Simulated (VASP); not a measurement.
Here is a VASP 6.6.1 calculation.

File INCAR:

```
SYSTEM = H11C2NO4
  PREC = Accurate
  ENCUT = 520
  EDIFF = 1E-6
  ISMEAR = -1
  SIGMA = 0.02
  LREAL = Auto
  LASPH = .True.
  NELM = 60
  ALGO = Normal
  ISIF = 2
  LWAVE = .False.
  LCHARG = .False.
  GGA = PE
  IVDW = 12
  NBANDS = 39
```

The input KPOINTS:

```
Automatic mesh
0
Gamma
  1 1 1
  0 0 0
```

File POSCAR:

```
H11C2NO4
1.0
    5.9154820000      0.0000000000      0.0000000000
    0.0000000000      5.9154820000      0.0000000000
    0.0000000000      0.0000000000      5.9154820000
O H C N
4 11 2 1
Direct
    0.6814688683      0.4236983431      0.8923393842
    0.0677036314      0.9851571786      0.8630709865
    0.6668616805      0.2520717047      0.3696156526
    0.0651293169      0.3746381843      0.1459837584
    0.5853089695      0.3897688428      1.0218929396
    0.6423113134      0.5785659569      0.8456168184
    0.1285597555      0.8333955955      0.8812847035
   -0.0916858560      0.9594587103      0.8240288913
    0.8243832758      0.2925147841      0.3315430143
    0.6531089154      0.2821458099      0.5308971796
   -0.0614445284      0.4156792706      0.0422351159
    0.1148201270      0.2324851915      0.0756602871
    0.2704321295      0.6526508468      0.3303146328
    0.2102016332      0.9485938289      0.3626892695
    0.4481533348      0.8610981824      0.1982221999
    0.3453146426      0.8219109793      0.3489765246
    0.4862050368      0.8340199352      0.5463593067
    0.6004018539      0.8424862553      0.7059759351
```

Potentials or basis: VASP PAW PBE potentials, release 64 (O, H, C, N).

Launch:

```console
$ cat potpaw_PBE.64/O/POTCAR potpaw_PBE.64/H/POTCAR potpaw_PBE.64/C/POTCAR potpaw_PBE.64/N/POTCAR > POTCAR
$ mpirun -np 1 vasp_gam > vasp.out
```

(1) What does it give for the pressure?

(2) Estimate the band gap on the k mesh.

Results:

(1) -0.3 GPa.

(2) 4.90 eV.

Caveat: the k points lie up to 1.06 Å⁻¹ apart.
